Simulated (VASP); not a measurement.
# SbC30 (a cell with a defect) in VASP: settings compared, part 2 of 2

VASP 6.6.1.

### 4 Single point, PBE

INCAR

```
SYSTEM = SbC30
PREC     = Accurate       ! precision mode
ENCUT    = 520            ! plane-wave cutoff, eV
EDIFF    = 1E-6           ! SCF threshold, eV
ISMEAR   = 0              ! smearing method
SIGMA    = 0.01           ! smearing width, eV
LREAL    = Auto         
LASPH    = .True.         ! aspherical terms in the spheres
NELM     = 120            ! most SCF steps
ALGO     = Normal         ! electronic algorithm
ISIF     = 2              ! what is computed and relaxed
LWAVE    = .False.        ! write WAVECAR
LCHARG   = .False.        ! write CHGCAR
GGA      = PE             ! functional
NBANDS   = 84             ! bands
NELECT   = 126.0        
GGA_COMPAT= .False.
```

KPOINTS

```
Automatic mesh
0
Gamma
  1 1 1
  0.25 0.25 0.25
```

POSCAR

```
SbC30
1.0
   -3.5716218700      3.5716218700      3.5716218700
    3.5716218700     -3.5716218700      3.5716218700
    3.5716218700      3.5716218700     -3.5716218700
C Sb
30 1
Direct
    0.0046236415      0.0044873284      0.0062092977
    0.0046235399      0.2551864025      0.7555233466
   -0.0014428027      0.5021459765      0.5084210185
   -0.0014499363      0.7573951956      0.2531704649
    0.2548019242      0.0057231239      0.7567448466
    0.2515803802      0.2491223592      0.5084210468
    0.2515847369      0.7573998141      0.0001453861
    0.4977614663      0.0248410651      0.4993514634
    0.5068346545      0.2491214581      0.2531698633
    0.5068344683      0.5021468461      0.0001404532
    0.4977729749      0.7483307713      0.7758661835
    0.7551579961      0.0057216339      0.2563896466
    0.7539303213      0.2551890827      0.0062132294
    0.7551583624      0.5053575756      0.7567403648
    0.7742825764      0.7483343584      0.4993584602
    0.0038370554      0.0037032218      0.7547301749
    0.0025990695      0.2531646551      0.5045512868
   -0.0165163245      0.5105571110      0.2615801204
    0.0025985644      0.7535176459      0.0041863199
    0.2509252251      0.0097701709      0.5077621070
    0.2599944921      0.2340483706      0.2615771730
    0.2599981766      0.5105608767     -0.0149311069
    0.2509271072      0.7567422292      0.7607897555
    0.5061724163      0.0097692466      0.2525141824
    0.5029580579      0.2531628356      0.0041876613
    0.5061771836      0.5014874592      0.7607841836
    0.7531434412      0.0037025723      0.0054227021
    0.7531392806      0.2543937299      0.7547270356
    0.7592054821      0.5014897048      0.5077624748
    0.7591991467      0.7567419215      0.2525149589
    0.3788842737      0.6294482408      0.3804656051
```

Command:

```console
cat potpaw_PBE.64/C/POTCAR potpaw_PBE.64/Sb/POTCAR > POTCAR
mpirun -np 1 vasp_std > vasp.out
```

Wall time 21 s (1 thread of Intel Xeon 6975P-C (Granite Rapids), shared host); peak memory 0.32 GiB.

The run converged. Its results:

| Quantity | Value |
| --- | --- |
| Free energy | -253.3874 eV |
| Largest force | 0.144 eV/Å |

Forces on the atoms (eV/Å):
```
C    0.009 -0.003  0.008
C    0.008  0.008 -0.003
C   -0.013  0.012  0.025
C   -0.014  0.020  0.017
C    0.003  0.001  0.000
C    0.012 -0.013  0.025
C    0.014  0.022 -0.013
C    0.100 -0.031  0.099
C    0.020 -0.014  0.017
C    0.022  0.014 -0.013
C    0.097  0.097 -0.028
C    0.000  0.000 -0.002
C   -0.003  0.009  0.008
C    0.001  0.003  0.000
C   -0.031  0.100  0.099
C    0.010 -0.001 -0.004
C    0.004  0.004  0.001
C    0.021 -0.097 -0.101
C    0.005  0.004  0.003
C   -0.026  0.011 -0.014
C   -0.097  0.021 -0.101
C   -0.099 -0.099  0.023
C   -0.025 -0.016  0.011
C   -0.014  0.011 -0.024
C    0.004  0.005  0.003
C   -0.016 -0.025  0.011
C   -0.004 -0.004  0.008
C   -0.001  0.010 -0.004
C    0.011 -0.026 -0.014
C    0.011 -0.014 -0.024
Sb  -0.007 -0.007 -0.010
```

Levels at points of the mesh, in eV from the Fermi level:
```
           k point  band 60  band 61  band 62  band 63  band 64  band 65  band 66  band 67
(0.25, 0.25, 0.25)    -2.04    -2.04    -0.05    -0.05     4.06     4.62     4.65     4.65
```

Caveat: the k points lie up to 1.24 Å⁻¹ apart, too coarse for converged energies, forces and pressures; the cell carries a net charge on a neutralising background, which shifts energy and pressure; the cell is charged against a uniform background, so pressure and absolute levels hang on convention; spin-orbit coupling is left out, which moves the levels of the heavy elements.

### 5 Single point, PBE

INCAR

```
SYSTEM = SbC30
  ALGO = Normal
  EDIFF = 1E-6
  ENCUT = 520
  GGA = PE
  GGA_COMPAT = .FALSE.
  ISIF = 2
  ISMEAR = -1
  LASPH = .TRUE.
  LCHARG = .FALSE.
  LREAL = Auto
  LWAVE = .FALSE.
  NBANDS = 84
  NELECT = 124.0
  NELM = 120
  PREC = Accurate
  SIGMA = 0.01
```

KPOINTS is that of step 4.

POSCAR

```
SbC30
1.0
   -3.5716218700      3.5716218700      3.5716218700
    3.5716218700     -3.5716218700      3.5716218700
    3.5716218700      3.5716218700     -3.5716218700
C Sb
30 1
Direct
    0.0037249450      0.0043344659      0.0039210203
    0.0037247801      0.2539534865      0.7542963566
    0.0005986713      0.5021848575      0.5069636253
    0.0006168699      0.7570073132      0.2521519861
    0.2554914292      0.0054493815      0.7554133870
    0.2519527540      0.2508186424      0.5069652845
    0.2519529917      0.7570017180      0.0007908959
    0.4999830635      0.0282854062      0.5001788362
    0.5067714547      0.2508191013      0.2521467109
    0.5067734678      0.5021777996      0.0007874450
    0.4999892982      0.7502079015      0.7782336955
    0.7552179219      0.0054500113      0.2556791408
    0.7540966525      0.2539474458      0.0039073078
    0.7552227819      0.5057111160      0.7554134424
    0.7780558688      0.7502249947      0.5001850204
    0.0033036465      0.0039164862      0.7538806195
    0.0021858116      0.2524104692      0.5021126605
   -0.0206523121      0.5076396051      0.2576004763
    0.0021849320      0.7521514848      0.0023757716
    0.2506300571      0.0070435705      0.5056468315
    0.2574214668      0.2295882321      0.2576232522
    0.2574198712      0.5076497443     -0.0204464847
    0.2506396652      0.7556827055      0.7570093248
    0.5054509090      0.0070440995      0.2508275763
    0.5019157714      0.2524145904      0.0023786690
    0.5054462567      0.5008516815      0.7569923649
    0.7536820360      0.0039110418      0.0034941074
    0.7536854153      0.2535339442      0.7538745546
    0.7568012594      0.5008658898      0.5056447262
    0.7567985762      0.7556740453      0.2508198801
    0.3787068607      0.6289355073      0.3788943530
```

Command:

```console
cat potpaw_PBE.64/C/POTCAR potpaw_PBE.64/Sb/POTCAR > POTCAR
mpirun -np 1 vasp_std > vasp.out
```

It took 30 s on 1 thread of Intel Xeon 6975P-C (Granite Rapids), shared host; peak memory 0.3 GiB.

Results (log left out):

```yaml
Free_energy: -276.0915 eV
Largest_force: 0.108 eV/Å
```

Forces on the atoms (eV/Å):
```
C    0.009 -0.007  0.007
C    0.009  0.006 -0.006
C   -0.010  0.022  0.017
C   -0.009  0.015  0.018
C   -0.005  0.000  0.000
C    0.019 -0.008  0.016
C    0.015  0.015 -0.006
C    0.069 -0.017  0.070
C    0.014 -0.008  0.021
C    0.013  0.018 -0.006
C    0.071  0.071 -0.020
C    0.000 -0.002 -0.005
C   -0.008  0.008  0.008
C    0.001 -0.007 -0.001
C   -0.020  0.074  0.074
C    0.014 -0.002 -0.002
C    0.005  0.005  0.003
C    0.018 -0.075 -0.075
C    0.002  0.005  0.006
C   -0.024  0.009 -0.019
C   -0.071  0.013 -0.073
C   -0.070 -0.073  0.014
C   -0.022 -0.019  0.008
C   -0.018  0.009 -0.021
C    0.004  0.005  0.004
C   -0.014 -0.018  0.009
C   -0.002 -0.001  0.010
C   -0.001  0.010 -0.002
C    0.008 -0.021 -0.018
C    0.009 -0.018 -0.021
Sb  -0.005 -0.008 -0.009
```

Levels at points of the mesh, in eV from the Fermi level:
```csv
k point,band 60,band 61,band 62,band 63,band 64,band 65
"(0.25, 0.25, 0.25)",-1.85,-1.84,0.00,0.00,3.94,4.72
```

Caveat: the k points lie up to 1.24 Å⁻¹ apart, too coarse for converged energies, forces and pressures; the cell carries a net charge on a neutralising background, which shifts energy and pressure; the cell is charged against a uniform background, so pressure and absolute levels hang on convention; spin-orbit coupling is left out, which moves the levels of the heavy elements.

### 6 Single point, LDA

INCAR

```
SYSTEM = SbC30
ALGO = Normal
EDIFF = 1E-6
ENCUT = 520
GGA = CA
GGA_COMPAT = .False.
ISIF = 2
ISMEAR = -1
LASPH = .True.
LCHARG = .True.
LELF = .True.
LREAL = Auto
LVHAR = .True.
LWAVE = .False.
NBANDS = 84
NELECT = 126.0
NELM = 120
PREC = Accurate
SIGMA = 0.01
```

KPOINTS is that of step 5.

POSCAR

```
SbC30
1.0
   -3.5716218665      3.5716218665      3.5716218665
    3.5716218665     -3.5716218665      3.5716218665
    3.5716218665      3.5716218665     -3.5716218665
C Sb
30 1
Direct
    0.0046236415      0.0044873284      0.0062092977
    0.0046235399      0.2551864025      0.7555233466
   -0.0014428027      0.5021459765      0.5084210185
   -0.0014499363      0.7573951956      0.2531704649
    0.2548019242      0.0057231239      0.7567448466
    0.2515803802      0.2491223592      0.5084210468
    0.2515847369      0.7573998141      0.0001453861
    0.4977614663      0.0248410651      0.4993514634
    0.5068346545      0.2491214581      0.2531698633
    0.5068344683      0.5021468461      0.0001404532
    0.4977729749      0.7483307713      0.7758661835
    0.7551579961      0.0057216339      0.2563896466
    0.7539303213      0.2551890827      0.0062132294
    0.7551583624      0.5053575756      0.7567403648
    0.7742825764      0.7483343584      0.4993584602
    0.0038370554      0.0037032218      0.7547301749
    0.0025990695      0.2531646551      0.5045512868
   -0.0165163245      0.5105571110      0.2615801204
    0.0025985644      0.7535176459      0.0041863199
    0.2509252251      0.0097701709      0.5077621070
    0.2599944921      0.2340483706      0.2615771730
    0.2599981766      0.5105608767     -0.0149311069
    0.2509271072      0.7567422292      0.7607897555
    0.5061724163      0.0097692466      0.2525141824
    0.5029580579      0.2531628356      0.0041876613
    0.5061771836      0.5014874592      0.7607841836
    0.7531434412      0.0037025723      0.0054227021
    0.7531392806      0.2543937299      0.7547270356
    0.7592054821      0.5014897048      0.5077624748
    0.7591991467      0.7567419215      0.2525149589
    0.3788842737      0.6294482408      0.3804656051
```

Potentials or basis: VASP PAW LDA potentials, release 64 (C, Sb).

Command:

```console
cat potpaw_LDA.64/C/POTCAR potpaw_LDA.64/Sb/POTCAR > POTCAR
mpirun -np 1 vasp_std > vasp.out
```

Run time: 15 s. Hardware: 1 thread of Intel Xeon 6975P-C (Granite Rapids), shared host; peak memory 0.25 GiB.

The run converged. Its results:

```
Free energy   : -285.5921 eV
Largest force : 0.269 eV/Å
```

Forces in eV/Å, atoms in the order of the input:
```
C    0.014  0.013  0.013
C    0.013  0.013  0.014
C    0.000 -0.027  0.024
C   -0.001  0.019 -0.023
C    0.007 -0.004 -0.005
C   -0.027  0.000  0.024
C   -0.025  0.021  0.000
C    0.159 -0.148  0.158
C    0.019 -0.001 -0.023
C    0.021 -0.025  0.000
C    0.156  0.156 -0.146
C   -0.005 -0.005  0.002
C    0.013  0.014  0.013
C   -0.004  0.007 -0.005
C   -0.148  0.159  0.158
C   -0.007 -0.007 -0.009
C    0.009  0.009 -0.004
C    0.140 -0.156 -0.160
C    0.009 -0.001  0.008
C   -0.024 -0.002  0.025
C   -0.156  0.140 -0.160
C   -0.159 -0.159  0.141
C   -0.024  0.023 -0.002
C    0.026 -0.002 -0.023
C   -0.001  0.009  0.008
C    0.023 -0.024 -0.002
C   -0.010 -0.010 -0.009
C   -0.007 -0.007 -0.009
C   -0.002 -0.024  0.025
C   -0.002  0.026 -0.023
Sb  -0.007 -0.007 -0.010
```

Levels at points of the mesh, in eV from the Fermi level:
```tsv
k point	band 61	band 62	band 63	band 64	band 65	band 66
(0.25, 0.25, 0.25)	-2.35	-0.34	-0.34	3.69	4.24	4.29
```

Caveat: the k points lie up to 1.24 Å⁻¹ apart, too coarse for converged energies, forces and pressures; the cell carries a net charge on a neutralising background, which shifts energy and pressure; the cell is charged against a uniform background, so pressure and absolute levels hang on convention; spin-orbit coupling is left out, which moves the levels of the heavy elements.
